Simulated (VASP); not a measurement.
# YSe (Fm-3m) in VASP: further runs

The runs below take YSe through single point, with LDA.

All numbers are computed with VASP 6.6.1; they aren't measurements. Logs are shortened: lines on timing, memory, paths and dates and some standing lists are left out, and cuts for length are marked.

## Step 1: The cell of the first run

The structure is cubic, space group Fm-3m (No. 225). The conventional cell has a = 5.672 Å, b = 5.672 Å, c = 5.672 Å, α = 90.00°, β = 90.00°, γ = 90.00°. Y (site symmetry m-3m) has 6 Se at 2.84 Å within 3.7 Å. Se (site symmetry m-3m) has 6 Y at 2.84 Å within 3.7 Å.

## Step 2: Single point, LDA (volume scaled by 0.96)

File INCAR:

```
PREC = Accurate ; ENCUT = 520
EDIFF = 1E-6 ; ISMEAR = -1
SIGMA = 0.03 ; LREAL = F
LASPH = T ; NELM = 80
ALGO = Normal ; ISIF = 2
LWAVE = F ; LCHARG = F
NBANDS = 16
```

File KPOINTS:

```
Automatic mesh
0
Gamma
  7 7 7
```

File POSCAR:

```
YSe
1.0
    0.0000000000      2.8361438855      2.8361438855
    2.8361438855      0.0000000000      2.8361438855
    2.8361438855      2.8361438855      0.0000000000
Y Se
1 1
Direct
    0.0000000000      0.0000000000      0.0000000000
    0.5000000000      0.5000000000      0.5000000000
```

Potentials or basis: VASP PAW LDA potentials, release 64 (Y_sv, Se).

Command:

```bash
$ cat potpaw_LDA.64/Y_sv/POTCAR potpaw_LDA.64/Se/POTCAR > POTCAR
$ mpirun -np 1 vasp_std > vasp.out
```

OUTCAR:

```text
PREC = Accurate
   ENCUT = 520
   EDIFF = 1E-6
   ISMEAR = -1
   LREAL = F
   LASPH = T
   NELM = 80
   ISIF = 2

 ion  position               nearest neighbor table
   1  0.000  0.000  0.000-   2 2.84   2 2.84   2 2.84   2 2.84   2 2.84   2 2.84
   2  0.500  0.500  0.500-   1 2.84   1 2.84   1 2.84   1 2.84   1 2.84   1 2.84

  LATTYP: Found a face centered cubic cell.
 ALAT       =     5.6722877710

  Lattice vectors:

 A1 = (   0.0000000000,   2.8361438855,   2.8361438855)
 A2 = (   2.8361438855,   0.0000000000,   2.8361438855)
 A3 = (   2.8361438855,   2.8361438855,   0.0000000000)

Analysis of symmetry for initial positions (statically):
=====================================================================
 Subroutine PRICEL returns:
 Original cell was already a primitive cell.

 Routine SETGRP: Setting up the symmetry group for a
 face centered cubic supercell.

 Subroutine GETGRP returns: Found 48 space group operations
 (whereof 48 operations were pure point group operations)
 out of a pool of 48 trial point group operations.

The static configuration has the point symmetry O_h .

Analysis of symmetry for dynamics (positions and initial velocities):
=====================================================================
 Subroutine PRICEL returns:
 Original cell was already a primitive cell.

 Routine SETGRP: Setting up the symmetry group for a
 face centered cubic supercell.

 Subroutine GETGRP returns: Found 48 space group operations
 (whereof 48 operations were pure point group operations)
 out of a pool of 48 trial point group operations.

The dynamic configuration has the point symmetry O_h .

 Subroutine INISYM returns: Found 48 space group operations
 (whereof 48 operations are pure point group operations),
 and found     1 'primitive' translations

----------------------------------------------------------------------------------------

                                     Primitive cell

  volume of cell :      45.6263

  direct lattice vectors                    reciprocal lattice vectors
     0.000000000  2.836143885  2.836143885    -0.176295710  0.176295710  0.176295710
     2.836143885  0.000000000  2.836143885     0.176295710 -0.176295710  0.176295710
     2.836143885  2.836143885  0.000000000     0.176295710  0.176295710 -0.176295710

  length of vectors
[... 74 lines left out ...]
   LASPH  =      T    aspherical Exc in radial PAW
   ENCUT  =  520.0 eV  38.22 Ry    6.18 a.u.   7.46  7.46  7.46*2*pi/ulx,y,z
   NELM   =     80;   NELMIN=  2; NELMDL= -5     # of ELM steps
   EDIFF  = 0.1E-05   stopping-criterion for ELM
   LREAL  =      F    real-space projection
   EDIFFG = 0.1E-04   stopping-criterion for IOM
   NSW    =      0    number of steps for IOM
   IBRION =     -1    ionic relax: 0-MD 1-quasi-New 2-CG
   NFREE  =      0    steps in history (QN), initial steepest desc. (CG)
   ISIF   =      2    stress and relaxation
   ISYM   =      2    0-nonsym 1-usesym 2-fastsym
   POTIM  = 0.5000    time-step for ionic-motion
   TEBEG  =    0.0;   TEEND  =   0.0 temperature during run
   PSTRESS=    0.0 pullay stress
   NELECT =      17.0000    total number of electrons
   NUPDOWN=      -1.0000    fix difference up-down
   EMIN   =  10.00;   EMAX   =-10.00  energy-range for DOS
   EFERMI =   0.00;   METHOD = LEGACY
   ISMEAR =    -1;   SIGMA  =   0.03  broadening in eV -4-tet -1-fermi 0-gaus
   EFERMI_NEDOS =   21; number of points for ismear=-14 and -15
   IALGO  =     38    algorithm
   IMIX   =      4    mixing-type and parameters
     AMIX     =   0.40;   BMIX     =  1.00
     AMIX_MAG =   1.60;   BMIX_MAG =  1.00
  volume/ion in A,a.u.               =      22.81       153.95
  Fermi-wavevector in a.u.,A,eV,Ry     =   1.178021  2.226136 18.881247  1.387732
  Thomas-Fermi vector in A             =   2.314357
   LORBIT       =      0    0 simple, 1 ext, 2 COOP (PROOUT), +10 PAW based schemes
   GGA     = CA    functional components
   LHFCALC =     F    Hartree Fock is set to
   AEXX    =    0.0000 exact exchange contribution
   IVDW    =     0    specifies the selected vdW correction
   LEPSILON=     F    determine dielectric tensor
   LRPA    =     F    only Hartree local field effects (RPA)
 non-spin polarized calculation
  energy-cutoff  :      520.00
  volume of cell :       45.63
 maximum number of plane-waves:      1246
 NGX is ok and might be reduce to    30
   NGX = 15   NGY = 15   NGZ = 15

 number of electron      17.0000001 magnetization

 Free energy of the ion-electron system (eV)
  ---------------------------------------------------
  ext. energy  EPLUGINS =         0.00000000
  ---------------------------------------------------
  free energy    TOTEN  =       -14.92988820 eV

  energy without entropy =      -14.92599236  energy(sigma->0) =      -14.92794028

 E-fermi :   6.2706     XC(G=0): -10.5942

 val. band max:        6.1127834809   @ k =   0.1429   0.0000   0.0000
 cond. band min:       6.2819372404   @ k =   0.1429   0.0000   0.0000
 fundamental gap:      0.1691537594
 Fermi energy:         6.2706119766

 k-point     1 :       0.0000    0.0000    0.0000
  band No.  band energies     occupation
      1     -37.1164      2.00000
      2     -17.2139      2.00000
      3     -17.2139      2.00000
      4     -17.2139      2.00000
      5      -9.0783      2.00000
      6       3.2162      2.00000
[... 357 lines left out ...]
      3     -17.3896      2.00000
      4     -17.3000      2.00000
      5      -8.1981      2.00000
      6       0.6621      2.00000
[... 8 lines left out ...]
     15      13.6462      0.00000
     16      13.8948      0.00000

------------------------ aborting loop because EDIFF is reached ----------------------------------------

  FORCE on cell =-STRESS in cart. coord.  units (eV):
  Direction    XX          YY          ZZ          XY          YZ          ZX
  --------------------------------------------------------------------------------------
  -------------------------------------------------------------------------------------
  Total       -0.3519353     -0.3519353     -0.3519353     -0.0000000     -0.0000000     -0.0000000
  in kB      -12.3582984    -12.3582984    -12.3582984     -0.0000000     -0.0000000     -0.0000000
  external PRESSURE =     -12.3582984 kB  Pullay stress =       0.0000000 kB

 VOLUME and BASIS-vectors are now :
 -----------------------------------------------------------------------------
  energy-cutoff  :      520.00
  volume of cell :       45.63
      direct lattice vectors                 reciprocal lattice vectors
     0.000000000  2.836143885  2.836143885    -0.176295710  0.176295710  0.176295710
     2.836143885  0.000000000  2.836143885     0.176295710 -0.176295710  0.176295710
     2.836143885  2.836143885  0.000000000     0.176295710  0.176295710 -0.176295710

 POSITION                                       TOTAL-FORCE (eV/Angst)
 -----------------------------------------------------------------------------------
      0.00000      0.00000      0.00000        -0.000000      0.000000     -0.000000
      2.83614      2.83614      2.83614         0.000000     -0.000000      0.000000
 -----------------------------------------------------------------------------------
    total drift:                               -0.000000      0.000000      0.000000

  FREE ENERGIE OF THE ION-ELECTRON SYSTEM (eV)
  ---------------------------------------------------
  free  energy   TOTEN  =       -14.9298882014 eV

  energy  without entropy=      -14.9259923590  energy(sigma->0) =      -14.92794028
```

Run time: 11 s. Hardware: 1 thread of Intel Xeon 6975P-C (Granite Rapids), shared host; peak memory 0.17 GiB.

Results:

- Free energy: -14.9299 eV
- Pressure: -1.2 GPa

## Step 3: Single point, LDA (volume scaled by 0.99)

File INCAR:

```
ALGO = Normal
EDIFF = 1E-7
ENCUT = 520
ISIF = 2
ISMEAR = -1
LASPH = T
LCHARG = T
LELF = T
LREAL = F
LVHAR = T
LWAVE = F
NBANDS = 16
NELM = 100
PREC = Accurate
SIGMA = 0.03
```

File KPOINTS:

```
k-points
0
Gamma
  7 7 7
```

File POSCAR:

```
YSe
1.0
    0.0000000000      2.8653845436      2.8653845436
    2.8653845436      0.0000000000      2.8653845436
    2.8653845436      2.8653845436      0.0000000000
Y Se
1 1
Direct
    0.0000000000      0.0000000000      0.0000000000
    0.5000000000      0.5000000000      0.5000000000
```

Potentials or basis: VASP PAW LDA potentials, release 64 (Y_sv, Se).

Command:

```bash
$ cat potpaw_LDA.64/Y_sv/POTCAR potpaw_LDA.64/Se/POTCAR > POTCAR
$ mpirun -np 1 vasp_std > vasp.out
```

OUTCAR:

```text
EDIFF = 1E-7
   ENCUT = 520
   ISIF = 2
   ISMEAR = -1
   LASPH = T
   LREAL = F
   NELM = 100
   PREC = Accurate

 ion  position               nearest neighbor table
   1  0.000  0.000  0.000-   2 2.87   2 2.87   2 2.87   2 2.87   2 2.87   2 2.87
   2  0.500  0.500  0.500-   1 2.87   1 2.87   1 2.87   1 2.87   1 2.87   1 2.87

  LATTYP: Found a face centered cubic cell.
 ALAT       =     5.7307690872

  Lattice vectors:

 A1 = (   0.0000000000,   2.8653845436,   2.8653845436)
 A2 = (   2.8653845436,   0.0000000000,   2.8653845436)
 A3 = (   2.8653845436,   2.8653845436,   0.0000000000)

Analysis of symmetry for initial positions (statically):
=====================================================================
 Subroutine PRICEL returns:
 Original cell was already a primitive cell.

 Routine SETGRP: Setting up the symmetry group for a
 face centered cubic supercell.

 Subroutine GETGRP returns: Found 48 space group operations
 (whereof 48 operations were pure point group operations)
 out of a pool of 48 trial point group operations.

The static configuration has the point symmetry O_h .
[... 153 lines left out ...]

  energy without entropy =      -14.90341681  energy(sigma->0) =      -14.90543336

 E-fermi :   6.0445     XC(G=0): -10.4585

 val. band max:        5.8811819677   @ k =   0.1429   0.0000   0.0000
 cond. band min:       6.0615897804   @ k =   0.1429   0.0000   0.0000
 fundamental gap:      0.1804078127
 Fermi energy:         6.0445465177

 k-point     1 :       0.0000    0.0000    0.0000
  band No.  band energies     occupation
      1     -37.4431      2.00000
      2     -17.5339      2.00000
      3     -17.5339      2.00000
      4     -17.5339      2.00000
      5      -9.2039      2.00000
      6       2.9716      2.00000
[... 357 lines left out ...]
      3     -17.6884      2.00000
      4     -17.6096      2.00000
      5      -8.3790      2.00000
      6       0.5019      2.00000
[... 8 lines left out ...]
     15      13.2169      0.00000
     16      13.3852      0.00000

------------------------ aborting loop because EDIFF is reached ----------------------------------------

  FORCE on cell =-STRESS in cart. coord.  units (eV):
  Direction    XX          YY          ZZ          XY          YZ          ZX
  --------------------------------------------------------------------------------------
  -------------------------------------------------------------------------------------
  Total       -1.1020653     -1.1020653     -1.1020653     -0.0000000      0.0000000      0.0000000
  in kB      -37.5265966    -37.5265966    -37.5265966     -0.0000000      0.0000000      0.0000000
  external PRESSURE =     -37.5265966 kB  Pullay stress =       0.0000000 kB

 VOLUME and BASIS-vectors are now :
 -----------------------------------------------------------------------------
  energy-cutoff  :      520.00
  volume of cell :       47.05
      direct lattice vectors                 reciprocal lattice vectors
     0.000000000  2.865384544  2.865384544    -0.174496649  0.174496649  0.174496649
     2.865384544  0.000000000  2.865384544     0.174496649 -0.174496649  0.174496649
     2.865384544  2.865384544  0.000000000     0.174496649  0.174496649 -0.174496649

 POSITION                                       TOTAL-FORCE (eV/Angst)
 -----------------------------------------------------------------------------------
      0.00000      0.00000      0.00000         0.000000      0.000000      0.000000
      2.86538      2.86538      2.86538         0.000000      0.000000     -0.000000
 -----------------------------------------------------------------------------------
    total drift:                               -0.000000      0.000000      0.000000

  FREE ENERGIE OF THE ION-ELECTRON SYSTEM (eV)
  ---------------------------------------------------
  free  energy   TOTEN  =       -14.9074499038 eV

  energy  without entropy=      -14.9034168100  energy(sigma->0) =      -14.90543336
```

stdout:

```text
POSCAR found type information on POSCAR Y Se
 POSCAR found :  2 types and       2 ions
 scaLAPACK will be used
 LDA part: xc-table for (Slater(with rela. corr.)+CA(PZ))
 , standard interpolation
 POSCAR, INCAR and KPOINTS ok, starting setup
 FFT: planning ... GRIDC
 FFT: planning ... GRID_SOFT
 FFT: planning ... GRID
 WAVECAR not read
 entering main loop
```

Wall time 13 s (1 thread of Intel Xeon 6975P-C (Granite Rapids), shared host); peak memory 0.17 GiB.

What came out:

```yaml
Free_energy: -14.9074 eV
Pressure: -3.8 GPa
```

Levels at points of the mesh, in eV from the Fermi level:
```
           k point  band 7  band 8  band 9  band 10  band 11  band 12
(0.00, 0.00, 0.00)   -3.07   -3.07   -0.34    -0.34    -0.34     0.44
```
